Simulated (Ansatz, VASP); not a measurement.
# Bi in VASP and in Ansatz

```
Bi
1.0
    -4.27596    4.27596    1.52261
     4.27596   -4.27596    1.52261
     4.27596    4.27596   -1.52261
Bi
1
Direct
  0.00000 0.00000 0.00000
```

Alike in both runs: task single point; functional PBE; k mesh 16 × 16 × 16; occupations gaussian, width 0.1 eV; no spin polarisation.

```csv
,VASP,Ansatz
version,VASP 6.6.1,Ansatz 0.2.0
potentials or method,"VASP PAW PBE potentials, release 64 (Bi_d), cutoff 520 eV","scalar-relativistic, plane waves, PAW"
valence electrons in the cell,15,15
```

Ansatz gave:

- gap on the k mesh at the Fermi level (eV): none
- pressure (GPa): -1.2
- traceless stress, the component that is largest in VASP (GPa): -2.14

Task: Which values does VASP return?

Result: gap on the k mesh at the Fermi level (eV): none; pressure (GPa): -1.2; traceless stress, the component that is largest in VASP (GPa): -2.13.

A gap of «none» marks a metal or a gap that the smearing closes.

Neither program's run includes spin-orbit coupling.
